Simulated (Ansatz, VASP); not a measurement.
**Two plane-wave programs on Y**

```
CELL_PARAMETERS angstrom
3.59572 0.00000 0.00000
-1.79786 3.11398 0.00000
0.00000 0.00000 5.58505
ATOMIC_POSITIONS crystal
Y 0.33333 0.66667 0.75000
Y 0.66667 0.33333 0.25000
```

Alike in both runs: functional PBEsol; k mesh 14 × 14 × 8; occupations gaussian, width 0.05 eV; no spin polarisation.

Ansatz relaxed the structure, and its values are those at the end. VASP's run is a single point on that final structure, the one shown.

```csv
,VASP,Ansatz
version,VASP 6.6.1,Ansatz 0.2.0
potentials or method,"VASP PAW PBE potentials, release 64 (Y_sv), cutoff 500 eV","scalar-relativistic, plane waves, PAW"
valence electrons in the cell,22,22
```

Ansatz gave:

| Item | Value |
| --- | --- |
| pressure (GPa) | 0.0 |

Problem. Estimate VASP's values.

Solution. Pressure (GPa): -0.1.

VASP's potentials were made for PBE, not for PBEsol. The functional is the same, so the differences come from potentials, cutoffs and numerics.
